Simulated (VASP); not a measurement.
# FePt (P4/mmm) in VASP: a series of runs

Runs on FePt. Level: PBE. Tasks: single point.

All numbers are computed with VASP 6.6.1; they aren't measurements. Logs are shortened: lines on timing, memory, paths and dates and some standing lists are left out, and cuts for length are marked.

## 1. The cell of the first run

It takes space group P4/mmm (No. 123, tetragonal). The conventional cell has a = 2.724 Å, b = 2.724 Å, c = 3.720 Å, α = 90.00°, β = 90.00°, γ = 90.00°. Within 3.5 Å of Pt (site symmetry 4/mmm) lie 8 Fe at 2.68 Å and 4 Pt at 2.72 Å. Within 3.5 Å of Fe (site symmetry 4/mmm) lie 8 Pt at 2.68 Å and 4 Fe at 2.72 Å.

## 2. Single point, PBE, collinear spin, ferromagnetic start

Input file INCAR:

```
SYSTEM = FePt
PREC = Accurate
ENCUT = 520
EDIFF = 1E-6
ISMEAR = 0
SIGMA = 0.016
LREAL = .False.
LASPH = .True.
NELM = 150
ALGO = Normal
ISIF = 2
LWAVE = .False.
LCHARG = .False.
ISPIN = 2
MAGMOM = 0 3
LORBIT = 11
LMAXMIX = 4
GGA = PE
NBANDS = 20
```

Input file KPOINTS:

```
regular mesh
0
Gamma
  10 10 7
  0 0 0
```

Input file POSCAR:

```
FePt
1.0
    2.7235000000      0.0000000000      0.0000000000
    0.0000000000      2.7235000000      0.0000000000
    0.0000000000      0.0000000000      3.7200000000
Pt Fe
1 1
Direct
    0.5000000000      0.5000000000      0.5000000000
    0.0000000000      0.0000000000      0.0000000000
```

Potentials or basis: VASP PAW PBE potentials, release 64 (Pt, Fe).

On the command line:

```bash
cat potpaw_PBE.64/Pt/POTCAR potpaw_PBE.64/Fe/POTCAR > POTCAR
mpirun -np 1 vasp_std > vasp.out
```

OUTCAR:

```text
SYSTEM = FePt
   PREC = Accurate
   ENCUT = 520
   EDIFF = 1E-6
   ISMEAR = 0
   LREAL = .False.
   LASPH = .True.
   NELM = 150
   ISIF = 2
   ISPIN = 2
   LORBIT = 11
   GGA = PE

 ion  position               nearest neighbor table
   1  0.500  0.500  0.500-   2 2.68   2 2.68   2 2.68   2 2.68   2 2.68   2 2.68   2 2.68   2 2.68

   2  0.000  0.000  0.000-   1 2.68   1 2.68   1 2.68   1 2.68   1 2.68   1 2.68   1 2.68   1 2.68

  LATTYP: Found a simple tetragonal cell.
 ALAT       =     2.7235000000
 C/A-ratio  =     1.3658894804

  Lattice vectors:

 A1 = (   2.7235000000,   0.0000000000,   0.0000000000)
 A2 = (   0.0000000000,   2.7235000000,   0.0000000000)
 A3 = (   0.0000000000,   0.0000000000,   3.7200000000)

Analysis of symmetry for initial positions (statically):
=====================================================================
 Subroutine PRICEL returns:
 Original cell was already a primitive cell.

 Routine SETGRP: Setting up the symmetry group for a
 simple tetragonal supercell.

 Subroutine GETGRP returns: Found 16 space group operations
 (whereof 16 operations were pure point group operations)
 out of a pool of 16 trial point group operations.

The static configuration has the point symmetry D_4h.

Analysis of symmetry for dynamics (positions and initial velocities):
=====================================================================
 Subroutine PRICEL returns:
 Original cell was already a primitive cell.

 Routine SETGRP: Setting up the symmetry group for a
 simple tetragonal supercell.

 Subroutine GETGRP returns: Found 16 space group operations
 (whereof 16 operations were pure point group operations)
 out of a pool of 16 trial point group operations.

The dynamic configuration has the point symmetry D_4h.

Analysis of structural, dynamic, and magnetic symmetry:
=====================================================================
 Subroutine PRICEL returns:
 Original cell was already a primitive cell.

 Routine SETGRP: Setting up the symmetry group for a
 simple tetragonal supercell.

 Subroutine GETGRP returns: Found 16 space group operations
 (whereof 16 operations were pure point group operations)
 out of a pool of 16 trial point group operations.

The overall configuration has the point symmetry D_4h.

 Subroutine INISYM returns: Found 16 space group operations
 (whereof 16 operations are pure point group operations),
 and found     1 'primitive' translations

----------------------------------------------------------------------------------------

                                     Primitive cell

  volume of cell :      27.5929

  direct lattice vectors                    reciprocal lattice vectors
     2.723500000  0.000000000  0.000000000     0.367174592  0.000000000  0.000000000
     0.000000000  2.723500000  0.000000000     0.000000000  0.367174592  0.000000000
     0.000000000  0.000000000  3.720000000     0.000000000  0.000000000  0.268817204

  length of vectors
     2.723500000  2.723500000  3.720000000     0.367174592  0.367174592  0.268817204

  position of ions in fractional coordinates (direct lattice)
     0.500000000  0.500000000  0.500000000
     0.000000000  0.000000000  0.000000000

  ion indices of the primitive-cell ions
   primitive index   ion index
                 1           1
                 2           2

----------------------------------------------------------------------------------------

 KPOINTS: regular mesh

Automatic generation of k-mesh.
 Grid dimensions read from file:
 generate k-points for:   10   10    7

 Generating k-lattice:

  Cartesian coordinates                     Fractional coordinates (reciprocal lattice)
     0.036717459  0.000000000  0.000000000     0.100000000  0.000000000  0.000000000
     0.000000000  0.036717459  0.000000000     0.000000000  0.100000000  0.000000000
     0.000000000  0.000000000  0.038402458     0.000000000  0.000000000  0.142857143

  Length of vectors
     0.036717459  0.036717459  0.038402458

  Shift w.r.t. Gamma in fractional coordinates (k-lattice)
     0.000000000  0.000000000  0.000000000

 Subroutine IBZKPT returns following result:
 ===========================================

 Found     84 irreducible k-points:

 Following reciprocal coordinates:
            Coordinates               Weight
  0.000000  0.000000  0.000000      1.000000
  0.100000  0.000000  0.000000      4.000000
  0.200000  0.000000  0.000000      4.000000
  0.300000  0.000000  0.000000      4.000000
  0.400000  0.000000  0.000000      4.000000
  0.500000  0.000000  0.000000      2.000000
[... 16 lines left out ...]
  0.100000  0.000000  0.142857      8.000000
  0.200000  0.000000  0.142857      8.000000
 [... further k-points ...]
   k-points           NKPTS =     84   k-points in BZ     NKDIM =     84   number of bands    NBANDS=     20
   number of dos      NEDOS =    301   number of ions     NIONS =      2
   total plane-waves  NPLWV =  11200
   dimension x,y,z NGX =    20 NGY =   20 NGZ =   28
   dimension x,y,z NGXF=    40 NGYF=   40 NGZF=   56
   ions per type =               1   1
   NGX,Y,Z   is equivalent  to a cutoff of  12.21, 12.21, 12.51 a.u.
   NGXF,Y,Z  is equivalent  to a cutoff of  24.42, 24.42, 25.03 a.u.
 SYSTEM =  FePt
   PREC   = accura    normal or accurate (medium, high low for compatibility)
   ISTART =      0    job   : 0-new  1-cont  2-samecut
   ICHARG =      2    charge: 1-file 2-atom 10-const
   ISPIN  =      2    spin polarized calculation?
   LNONCOLLINEAR =      F non collinear calculations
   LSORBIT =      F    spin-orbit coupling
   LASPH  =      T    aspherical Exc in radial PAW
   ENCUT  =  520.0 eV  38.22 Ry    6.18 a.u.   5.06  5.06  6.92*2*pi/ulx,y,z
   NELM   =    150;   NELMIN=  2; NELMDL= -5     # of ELM steps
   EDIFF  = 0.1E-05   stopping-criterion for ELM
   LREAL  =      F    real-space projection
   EDIFFG = 0.1E-04   stopping-criterion for IOM
   NSW    =      0    number of steps for IOM
   IBRION =     -1    ionic relax: 0-MD 1-quasi-New 2-CG
   NFREE  =      0    steps in history (QN), initial steepest desc. (CG)
   ISIF   =      2    stress and relaxation
   ISYM   =      2    0-nonsym 1-usesym 2-fastsym
   POTIM  = 0.5000    time-step for ionic-motion
   TEBEG  =    0.0;   TEEND  =   0.0 temperature during run
   PSTRESS=    0.0 pullay stress
   NELECT =      18.0000    total number of electrons
   NUPDOWN=      -1.0000    fix difference up-down
   EMIN   =  10.00;   EMAX   =-10.00  energy-range for DOS
   EFERMI =   0.00;   METHOD = LEGACY
   ISMEAR =     0;   SIGMA  =   0.02  broadening in eV -4-tet -1-fermi 0-gaus
   EFERMI_NEDOS =   21; number of points for ismear=-14 and -15
   IALGO  =     38    algorithm
   IMIX   =      4    mixing-type and parameters
     AMIX     =   0.40;   BMIX     =  1.00
     AMIX_MAG =   1.60;   BMIX_MAG =  1.00
  volume/ion in A,a.u.               =      13.80        93.10
  Fermi-wavevector in a.u.,A,eV,Ry     =   1.419819  2.683070 27.427809  2.015887
  Thomas-Fermi vector in A             =   2.540800
   LORBIT       =     11    0 simple, 1 ext, 2 COOP (PROOUT), +10 PAW based schemes
   GGA     = PE    functional components
   LHFCALC =     F    Hartree Fock is set to
   AEXX    =    0.0000 exact exchange contribution
   IVDW    =     0    specifies the selected vdW correction
   LEPSILON=     F    determine dielectric tensor
   LRPA    =     F    only Hartree local field effects (RPA)
 spin polarized calculation
 Gauss-broadening in eV      SIGMA  =   0.02
  energy-cutoff  :      520.00
  volume of cell :       27.59
 maximum number of plane-waves:       758
   NGX = 11   NGY = 11   NGZ = 13

 number of electron      17.9999997 magnetization       3.2531894

 Free energy of the ion-electron system (eV)
  ---------------------------------------------------
  ext. energy  EPLUGINS =         0.00000000
  ---------------------------------------------------
  free energy    TOTEN  =       -14.80049617 eV

  energy without entropy =      -14.80022594  energy(sigma->0) =      -14.80036105

 E-fermi :   8.7425     XC(G=0): -13.0585

 val. band max:        8.7401300735   @ k =   0.4000   0.1000   0.4286
 cond. band min:       8.7596598891   @ k =   0.5000   0.4000   0.2857
 fundamental gap:      0.0195298156
 Fermi energy:         8.7425466735

 spin component 1

 k-point     1 :       0.0000    0.0000    0.0000
  band No.  band energies     occupation
      1      -0.8864      1.00000
      2       2.3461      1.00000
      3       2.5264      1.00000
      4       5.2629      1.00000
      5       5.2629      1.00000
      6       5.7814      1.00000
[... 12 lines left out ...]
     19      30.2311      0.00000
     20      30.2311      0.00000
[... 507 lines left out ...]
 k-point    24 :       0.2000    0.0000    0.1429
  band No.  band energies     occupation
      1       0.3124      1.00000
      2       2.8698      1.00000
      3       3.3591      1.00000
      4       4.8805      1.00000
      5       5.5183      1.00000
      6       5.9023      1.00000
[... 12 lines left out ...]
     19      31.7056      0.00000
     20      31.9357      0.00000

 [... further k-points ...]

 spin component 2

 k-point     1 :       0.0000    0.0000    0.0000
  band No.  band energies     occupation
      1      -0.7568      1.00000
      2       2.9141      1.00000
      3       2.9224      1.00000
      4       6.3270      1.00000
      5       6.3270      1.00000
      6       7.9104      1.00000
[... 12 lines left out ...]
     19      30.3312      0.00000
     20      30.3312      0.00000
[... 507 lines left out ...]
 k-point    24 :       0.2000    0.0000    0.1429
  band No.  band energies     occupation
      1       0.4508      1.00000
      2       3.3211      1.00000
      3       3.8761      1.00000
      4       5.4211      1.00000
      5       6.5751      1.00000
      6       7.3149      1.00000
[... 12 lines left out ...]
     19      31.9146      0.00000
     20      32.2202      0.00000

 [... further k-points ...]

------------------------ aborting loop because EDIFF is reached ----------------------------------------

  FORCE on cell =-STRESS in cart. coord.  units (eV):
  Direction    XX          YY          ZZ          XY          YZ          ZX
  --------------------------------------------------------------------------------------
  -------------------------------------------------------------------------------------
  Total        0.4470367      0.4470367      0.5490568      0.0000000      0.0000000     -0.0000000
  in kB       25.9570936     25.9570936     31.8808708      0.0000000      0.0000000     -0.0000000
  external PRESSURE =      27.9316860 kB  Pullay stress =       0.0000000 kB

 VOLUME and BASIS-vectors are now :
 -----------------------------------------------------------------------------
  energy-cutoff  :      520.00
  volume of cell :       27.59
      direct lattice vectors                 reciprocal lattice vectors
     2.723500000  0.000000000  0.000000000     0.367174592  0.000000000  0.000000000
     0.000000000  2.723500000  0.000000000     0.000000000  0.367174592  0.000000000
     0.000000000  0.000000000  3.720000000     0.000000000  0.000000000  0.268817204

 POSITION                                       TOTAL-FORCE (eV/Angst)
 -----------------------------------------------------------------------------------
      1.36175      1.36175      1.86000         0.000000      0.000000      0.000000
      0.00000      0.00000      0.00000         0.000000      0.000000      0.000000
 -----------------------------------------------------------------------------------
    total drift:                               -0.000000      0.000000      0.000000

  FREE ENERGIE OF THE ION-ELECTRON SYSTEM (eV)
  ---------------------------------------------------
  free  energy   TOTEN  =       -14.8004961672 eV

  energy  without entropy=      -14.8002259419  energy(sigma->0) =      -14.80036105

 total charge

# of ion       s       p       d       tot
------------------------------------------
    1        0.714   0.667   8.054   9.435
    2        0.409   0.452   6.125   6.987
--------------------------------------------------
tot          1.123   1.119  14.179  16.422

 magnetization (x)

# of ion       s       p       d       tot
------------------------------------------
    1       -0.027  -0.069   0.419   0.324
    2        0.004  -0.008   2.912   2.908
--------------------------------------------------
tot         -0.022  -0.077   3.331   3.232
```

Run time: 66 s. Hardware: 1 thread of Oxide Virtual Turin-like, shared host; peak memory 0.17 GiB.

What came out:

```
Free energy                                           : -14.8005 eV
Pressure                                              : 2.8 GPa
Net moment                                            : 3.25 μB per cell
Site moments                                          : Pt +0.32; Fe +2.91 μB
Valence electrons inside the program's atomic spheres : Pt 9.44; Fe 6.99
```

Caveat: spin-orbit coupling is left out, which moves the levels of the heavy elements.

## 3. Single point, PBE, collinear spin, ferromagnetic start

Input file INCAR:

```
SYSTEM = FePt
PREC     = Accurate       ! precision mode
ENCUT    = 520            ! plane-wave cutoff, eV
EDIFF    = 1E-6           ! SCF threshold, eV
ISMEAR   = 0              ! smearing method
SIGMA    = 0.017          ! smearing width, eV
LREAL    = .False.        ! projectors in reciprocal space
LASPH    = .True.         ! aspherical terms in the spheres
NELM     = 150            ! most SCF steps
ALGO     = Fast           ! electronic algorithm
ISIF     = 2              ! what is computed and relaxed
LWAVE    = .False.        ! write WAVECAR
LCHARG   = .False.        ! write CHGCAR
ISPIN    = 2              ! spin polarisation
MAGMOM   = 0 3            ! initial moments
LORBIT   = 11             ! projections on sites
LMAXMIX  = 4              ! l up to which the mixer works
GGA      = PE             ! functional
NBANDS   = 20             ! bands
```

KPOINTS is that of step 2.

POSCAR is that of step 2.

Potentials or basis: VASP PAW PBE potentials, release 64 (Pt, Fe).

On the command line:

```bash
cat potpaw_PBE.64/Pt/POTCAR potpaw_PBE.64/Fe/POTCAR > POTCAR
mpirun -np 1 vasp_std > vasp.out
```

It took 73 s on 1 thread of Oxide Virtual Turin-like, shared host; peak memory 0.16 GiB.

Results (log left out):

```
Free energy                                           : -14.8005 eV
Pressure                                              : 2.7 GPa
Net moment                                            : 3.25 μB per cell
Site moments                                          : Pt +0.32; Fe +2.91 μB
Valence electrons inside the program's atomic spheres : Pt 9.44; Fe 6.99
```

Stress tensor (GPa, compression positive):
```
2.50 0.00 0.00
0.00 2.50 0.00
0.00 0.00 3.12
```

Levels at points of the mesh, in eV from the Fermi level:
Spin up:
```csv
k point,band 7,band 8,band 9,band 10,band 11,band 12,band 13,band 14,band 15,band 16
"(0.00, 0.00, 0.00)",-2.17,-1.98,-0.57,-0.43,-0.43,2.25,9.72,11.63,11.63,17.18
"(0.50, 0.00, 0.00)",-2.73,-2.57,-2.18,-1.67,0.10,1.98,10.42,10.52,12.51,13.24
"(0.50, 0.50, 0.00)",-0.58,-0.51,-0.51,0.50,1.58,1.58,7.55,9.99,10.85,12.32
```
Spin down:
```
           k point  band 6  band 7  band 8  band 9  band 10  band 11
(0.00, 0.00, 0.00)   -0.83   -0.82    0.56    1.62     1.62     1.65
(0.50, 0.00, 0.00)   -1.42   -1.23   -0.92    0.49     0.64     2.31
(0.50, 0.50, 0.00)    1.20    1.62    1.69    1.69     1.69     1.70
```

Caveat: spin-orbit coupling is left out, which moves the levels of the heavy elements.
